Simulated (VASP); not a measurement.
# Zr (Fd-3m) in VASP: further runs, part 2 of 2

VASP 6.6.1. Earlier steps stand in the parts before.

### Step 3. Single point, PBE

File INCAR:

```
SYSTEM = Zr
PREC = Accurate
ENCUT = 520
EDIFF = 1E-6
ISMEAR = -1
SIGMA = 0.05
LREAL = .False.
LASPH = .True.
NELM = 100
ALGO = Normal
ISIF = 2
LWAVE = .False.
LCHARG = .False.
GGA = PE
NBANDS = 19
```

File KPOINTS:

```
regular mesh
0
Gamma
  12 12 12
  0 0 0
```

File POSCAR:

```
Zr
1.0
    0.0000000000      2.5974724013      2.5974724013
    2.5974724013      0.0000000000      2.5974724013
    2.5974724013      2.5974724013      0.0000000000
Zr
2
Direct
   -0.1250000000     -0.1250000000     -0.1250000000
    0.1250000000      0.1250000000      0.1250000000
```

Potentials or basis: VASP PAW PBE potentials, release 64 (Zr_sv).

Run with:

```console
$ cat potpaw_PBE.64/Zr_sv/POTCAR > POTCAR
$ mpirun -np 1 vasp_std > vasp.out
```

OUTCAR:

```text
SYSTEM = Zr
   PREC = Accurate
   ENCUT = 520
   EDIFF = 1E-6
   ISMEAR = -1
   LREAL = .False.
   LASPH = .True.
   NELM = 100
   ISIF = 2
   GGA = PE

 ion  position               nearest neighbor table
   1  0.875  0.875  0.875-   2 2.25   2 2.25   2 2.25   2 2.25
   2  0.125  0.125  0.125-   1 2.25   1 2.25   1 2.25   1 2.25

  LATTYP: Found a face centered cubic cell.
 ALAT       =     5.1949448026

  Lattice vectors:

 A1 = (   0.0000000000,   2.5974724013,   2.5974724013)
 A2 = (   2.5974724013,   0.0000000000,   2.5974724013)
 A3 = (   2.5974724013,   2.5974724013,   0.0000000000)

Analysis of symmetry for initial positions (statically):
=====================================================================
 Subroutine PRICEL returns:
 Original cell was already a primitive cell.

 Routine SETGRP: Setting up the symmetry group for a
 face centered cubic supercell.

 Subroutine GETGRP returns: Found 48 space group operations
 (whereof 12 operations were pure point group operations)
 out of a pool of 48 trial point group operations.

The static configuration has the point symmetry D_3d.
 The point group associated with its full space group is O_h .

Analysis of symmetry for dynamics (positions and initial velocities):
=====================================================================
 Subroutine PRICEL returns:
 Original cell was already a primitive cell.

 Routine SETGRP: Setting up the symmetry group for a
 face centered cubic supercell.

 Subroutine GETGRP returns: Found 48 space group operations
 (whereof 12 operations were pure point group operations)
 out of a pool of 48 trial point group operations.

The dynamic configuration has the point symmetry D_3d.
 The point group associated with its full space group is O_h .

 Subroutine INISYM returns: Found 48 space group operations
 (whereof 12 operations are pure point group operations),
 and found     1 'primitive' translations
[... 103 lines left out ...]
   POTIM  = 0.5000    time-step for ionic-motion
   TEBEG  =    0.0;   TEEND  =   0.0 temperature during run
   PSTRESS=    0.0 pullay stress
   NELECT =      24.0000    total number of electrons
   NUPDOWN=      -1.0000    fix difference up-down
   EMIN   =  10.00;   EMAX   =-10.00  energy-range for DOS
   EFERMI =   0.00;   METHOD = LEGACY
   ISMEAR =    -1;   SIGMA  =   0.05  broadening in eV -4-tet -1-fermi 0-gaus
   EFERMI_NEDOS =   21; number of points for ismear=-14 and -15
   IALGO  =     38    algorithm
   IMIX   =      4    mixing-type and parameters
     AMIX     =   0.40;   BMIX     =  1.00
     AMIX_MAG =   1.60;   BMIX_MAG =  1.00
  volume/ion in A,a.u.               =      17.52       118.26
  Fermi-wavevector in a.u.,A,eV,Ry     =   1.442949  2.726778 28.328714  2.082102
  Thomas-Fermi vector in A             =   2.561412
   LORBIT       =      0    0 simple, 1 ext, 2 COOP (PROOUT), +10 PAW based schemes
   GGA     = PE    functional components
   LHFCALC =     F    Hartree Fock is set to
   AEXX    =    0.0000 exact exchange contribution
   IVDW    =     0    specifies the selected vdW correction
   LEPSILON=     F    determine dielectric tensor
   LRPA    =     F    only Hartree local field effects (RPA)
 non-spin polarized calculation
  energy-cutoff  :      520.00
  volume of cell :       35.05
 maximum number of plane-waves:       960
   NGX = 13   NGY = 13   NGZ = 13

 number of electron      23.9999999 magnetization

 Free energy of the ion-electron system (eV)
  ---------------------------------------------------
  ext. energy  EPLUGINS =         0.00000000
  ---------------------------------------------------
  free energy    TOTEN  =        -9.10386144 eV

  energy without entropy =       -9.07809128  energy(sigma->0) =       -9.09097636

 E-fermi :  12.2610     XC(G=0): -12.1091

 val. band max:       12.2604264063   @ k =  -0.0833   0.0833   0.0000
 cond. band min:      12.2695558764   @ k =   0.1667   0.1667   0.0000
 fundamental gap:      0.0091294701
 Fermi energy:        12.2609519974

 k-point     1 :       0.0000    0.0000    0.0000
  band No.  band energies     occupation
      1     -37.8588      2.00000
      2     -34.7242      2.00000
      3     -16.3831      2.00000
      4     -16.3831      2.00000
      5     -16.3831      2.00000
      6     -13.2039      2.00000
[... 505 lines left out ...]
      6     -13.2800      2.00000
[... 11 lines left out ...]
     18      18.6590      0.00000
     19      20.0985      0.00000

 [... further k-points ...]
[... 5 lines left out ...]
  --------------------------------------------------------------------------------------
  -------------------------------------------------------------------------------------
  Total       14.3188328     14.3188328     14.3188328     -0.0000000      0.0000000      0.0000000
  in kB      654.5387733    654.5387733    654.5387733     -0.0000000      0.0000000      0.0000000
  external PRESSURE =     654.5387733 kB  Pullay stress =       0.0000000 kB

 VOLUME and BASIS-vectors are now :
 -----------------------------------------------------------------------------
  energy-cutoff  :      520.00
  volume of cell :       35.05
      direct lattice vectors                 reciprocal lattice vectors
     0.000000000  2.597472401  2.597472401    -0.192494827  0.192494827  0.192494827
     2.597472401  0.000000000  2.597472401     0.192494827 -0.192494827  0.192494827
     2.597472401  2.597472401  0.000000000     0.192494827  0.192494827 -0.192494827

 POSITION                                       TOTAL-FORCE (eV/Angst)
 -----------------------------------------------------------------------------------
      4.54558      4.54558      4.54558         0.000000      0.000000      0.000000
      0.64937      0.64937      0.64937        -0.000000     -0.000000     -0.000000
 -----------------------------------------------------------------------------------
    total drift:                                0.000000     -0.000000     -0.000000

  FREE ENERGIE OF THE ION-ELECTRON SYSTEM (eV)
  ---------------------------------------------------
  free  energy   TOTEN  =        -9.1038614363 eV

  energy  without entropy=       -9.0780912801  energy(sigma->0) =       -9.09097636
```

OSZICAR:

```text
N       E                     dE             d eps       ncg     rms          rms(c)
DAV:   1     0.238486187888E+03    0.23849E+03   -0.13567E+04  2744   0.129E+03
DAV:   2     0.500232535397E+01   -0.23348E+03   -0.22886E+03  3128   0.390E+02
DAV:   3    -0.902880160551E+01   -0.14031E+02   -0.13742E+02  5233   0.730E+01
DAV:   4    -0.920752392178E+01   -0.17872E+00   -0.17453E+00  3247   0.817E+00
DAV:   5    -0.921079683066E+01   -0.32729E-02   -0.32676E-02  3629   0.867E-01    0.410E+01
DAV:   6    -0.911219204104E+01    0.98605E-01   -0.11249E-01  4396   0.257E+00    0.231E+01
DAV:   7    -0.910252206723E+01    0.96700E-02   -0.15394E-01  4399   0.257E+00    0.101E+00
DAV:   8    -0.910396978926E+01   -0.14477E-02   -0.10480E-02  3348   0.993E-01    0.179E-01
DAV:   9    -0.910386991961E+01    0.99870E-04   -0.65355E-04  3506   0.170E-01    0.222E-02
DAV:  10    -0.910386169921E+01    0.82204E-05   -0.38093E-05  3495   0.534E-02    0.128E-02
DAV:  11    -0.910386143632E+01    0.26289E-06   -0.27577E-06  3006   0.156E-02
   1 F= -.91038614E+01 E0= -.90909764E+01  d E =-.257702E-01
```

stdout:

```text
POSCAR found type information on POSCAR Zr
 POSCAR found :  1 types and       2 ions
 scaLAPACK will be used
 LDA part: xc-table for (Slater+PW92), standard interpolation
 POSCAR, INCAR and KPOINTS ok, starting setup
 FFT: planning ... GRIDC
 FFT: planning ... GRID_SOFT
 FFT: planning ... GRID
 WAVECAR not read
 entering main loop
```

It took 34 s on 1 thread of Intel Xeon 6975P-C, shared host; peak memory 0.18 GiB.

What came out:

| Quantity | Value |
| --- | --- |
| Free energy | -9.1039 eV |
| Pressure | 65.5 GPa |
| Band gap on the k mesh | zero (band 12 reaches 13.59 eV, above the bottom of band 13 at 11.19 eV) |

Levels at points of the mesh, in eV from the Fermi level:
```csv
k point,band 8,band 9,band 10,band 11,band 12,band 13,band 14,band 15,band 16,band 17
"(0.00, 0.00, 0.00)",-25.46,-5.15,-2.83,-2.83,-0.04,-0.04,-0.04,3.97,3.97,3.97
"(0.50, 0.00, 0.00)",-24.84,-3.15,-2.43,-2.43,-1.34,-1.07,-1.07,2.92,5.84,5.84
"(0.50, 0.50, 0.00)",-24.16,-4.34,-4.34,-1.07,-1.07,1.53,1.53,3.42,3.42,7.79
```

### Step 4. Relaxation of cell and atoms, PBE, target pressure 64 GPa, at which the enthalpy is minimised

File INCAR:

```
PREC = Accurate
ENCUT = 600
EDIFF = 1E-7
ISMEAR = -1
SIGMA = 0.05
LREAL = F
LASPH = T
NELM = 60
ALGO = Normal
ISIF = 3
LWAVE = F
LCHARG = F
GGA = PE
IBRION = 2
NSW = 32
EDIFFG = -0.005
PSTRESS = 640.0
```

File KPOINTS:

```
Automatic mesh
0
Gamma
  12 12 12
```

File POSCAR:

```
Zr
1.0
    0.0000000000      2.5971363760      2.5971363760
    2.5971363760      0.0000000000      2.5971363760
    2.5971363760      2.5971363760      0.0000000000
Zr
2
Direct
   -0.1250000000     -0.1250000000     -0.1250000000
    0.1250000000      0.1250000000      0.1250000000
```

Potentials or basis: VASP PAW PBE potentials, release 64 (Zr_sv).

Run with:

```console
$ cat potpaw_PBE.64/Zr_sv/POTCAR > POTCAR
$ mpirun -np 1 vasp_std > vasp.out
```

OUTCAR:

```text
PREC = Accurate
   ENCUT = 600
   EDIFF = 1E-7
   ISMEAR = -1
   LREAL = F
   LASPH = T
   NELM = 60
   ISIF = 3
   GGA = PE
   IBRION = 2
   NSW = 32
   EDIFFG = -0.005
   PSTRESS = 640.0

 ion  position               nearest neighbor table
   1  0.875  0.875  0.875-   2 2.25   2 2.25   2 2.25   2 2.25
   2  0.125  0.125  0.125-   1 2.25   1 2.25   1 2.25   1 2.25

  LATTYP: Found a face centered cubic cell.
 ALAT       =     5.1942727520

  Lattice vectors:

 A1 = (   0.0000000000,   2.5971363760,   2.5971363760)
 A2 = (   2.5971363760,   0.0000000000,   2.5971363760)
 A3 = (   2.5971363760,   2.5971363760,   0.0000000000)

Analysis of symmetry for initial positions (statically):
=====================================================================
[... 250 lines left out ...]

 number of electron      23.9999999 magnetization

 Free energy of the ion-electron system (eV)
  ---------------------------------------------------
  ext. energy  EPLUGINS =         0.00000000
  ---------------------------------------------------
  free energy    TOTEN  =        -9.17820108 eV

  energy without entropy =       -9.15246433  energy(sigma->0) =       -9.16533270

 E-fermi :  12.1836     XC(G=0): -12.0832

 val. band max:       12.1835404967   @ k =  -0.0833   0.0833   0.0000
 cond. band min:      12.1883490371   @ k =  -0.4167   0.1667   0.0000
 fundamental gap:      0.0048085404
 Fermi energy:        12.1835695999

 k-point     1 :       0.0000    0.0000    0.0000
  band No.  band energies     occupation
      1     -37.9101      2.00000
      2     -34.8184      2.00000
      3     -16.4367      2.00000
      4     -16.4367      2.00000
      5     -16.4367      2.00000
      6     -13.2859      2.00000
[... 433 lines left out ...]
      3     -17.2746      2.00000
      4     -16.9628      2.00000
      5     -15.9245      2.00000
      6     -13.3666      2.00000
[... 8 lines left out ...]
     15      15.3620      0.00000
     16      16.5305      0.00000

 [... further k-points ...]
[... 5 lines left out ...]
  --------------------------------------------------------------------------------------
  -------------------------------------------------------------------------------------
  Total       14.0698294     14.0698294     14.0698294      0.0000000     -0.0000000     -0.0000000
  in kB      639.8339833    639.8339833    639.8339833      0.0000000     -0.0000000     -0.0000000
  external PRESSURE =      -0.1660167 kB  Pullay stress =     640.0000000 kB
[... 21 lines left out ...]
  energy  without entropy=       -9.1524643298  energy(sigma->0) =       -9.16533270

  enthalpy is  TOTEN    =         4.8952790140 eV   P V=       14.0734800915

 reached required accuracy - stopping structural energy minimisation
```

OSZICAR:

```text
N       E                     dE             d eps       ncg     rms          rms(c)
DAV:   1     0.265142704056E+03    0.26514E+03   -0.15134E+04  2304   0.171E+03
DAV:   2     0.523896882941E+01   -0.25990E+03   -0.25741E+03  2824   0.464E+02
DAV:   3    -0.902926942119E+01   -0.14268E+02   -0.14054E+02  4400   0.890E+01
DAV:   4    -0.920271948311E+01   -0.17345E+00   -0.17228E+00  2456   0.102E+01
[... 29 lines left out ...]
DAV:   6    -0.917819448969E+01   -0.21131E-05   -0.97315E-05  2736   0.957E-02    0.493E-02
DAV:   7    -0.917820171493E+01   -0.72252E-05   -0.26506E-05  3384   0.571E-02    0.105E-02
DAV:   8    -0.917820050526E+01    0.12097E-05   -0.88238E-07  2952   0.994E-03    0.172E-03
DAV:   9    -0.917820103797E+01   -0.53271E-06   -0.95929E-08  1880   0.272E-03    0.445E-04
DAV:  10    -0.917820107754E+01   -0.39571E-07   -0.30568E-08  1336   0.124E-03
   3 F= 0.48952790E+01 E0= 0.49081474E+01  d E =-.968323E-03
```

CONTCAR:

```text
Zr
   1.00000000000000
    -0.0000000000000000    2.6019605357669544    2.6019605357669544
     2.6019605357669544    0.0000000000000000    2.6019605357669544
     2.6019605357669544    2.6019605357669544    0.0000000000000000
  Zr
     2
Direct
     0.8750000000000000    0.8750000000000000    0.8750000000000000
     0.1250000000000000    0.1250000000000000    0.1250000000000000

  0.00000000E+00  0.00000000E+00  0.00000000E+00
  0.00000000E+00  0.00000000E+00  0.00000000E+00
```

Wall time 2.5 min (1 thread of Intel Xeon 6975P-C, shared host); peak memory 0.2 GiB.

What came out:

```
Free energy                                            : -9.1782 eV
Relaxed volume                                         : 17.62 Å³/atom
Relaxed cell                                           : a = 3.680 Å, b = 3.680 Å, c = 3.680 Å, α = 60.00°, β = 60.00°, γ = 60.00°
Space group after relaxing (to 0.05 Å)                 : Fd-3m (No. 227)
Energy change on relaxing (the enthalpy is what falls) : -39.6 meV/atom
Ionic steps                                            : 3
Pressure after relaxing                                : 64.0 GPa
Band gap on the k mesh                                 : zero (band 12 reaches 13.49 eV, above the bottom of band 13 at 11.13 eV)
```

The path:
```
step  energy change (eV)  largest force (eV/Å)  pressure (GPa)  volume (Å³)
   1              0.0000                0.0000           65.61        35.04
   2             -0.3480                0.0000           58.50        35.94
   3             -0.0791                0.0000           63.98        35.23
```

Final structure:
```yaml
crystal:
  lattice:
    - [0.00000, 2.60196, 2.60196]
    - [2.60196, 0.00000, 2.60196]
    - [2.60196, 2.60196, 0.00000]
  atoms:
    - { symbol: Zr, position: [0.87500, 0.87500, 0.87500] }
    - { symbol: Zr, position: [0.12500, 0.12500, 0.12500] }
```

Caveat: the cell is relaxed towards a set pressure, so the enthalpy falls and the energy may rise.
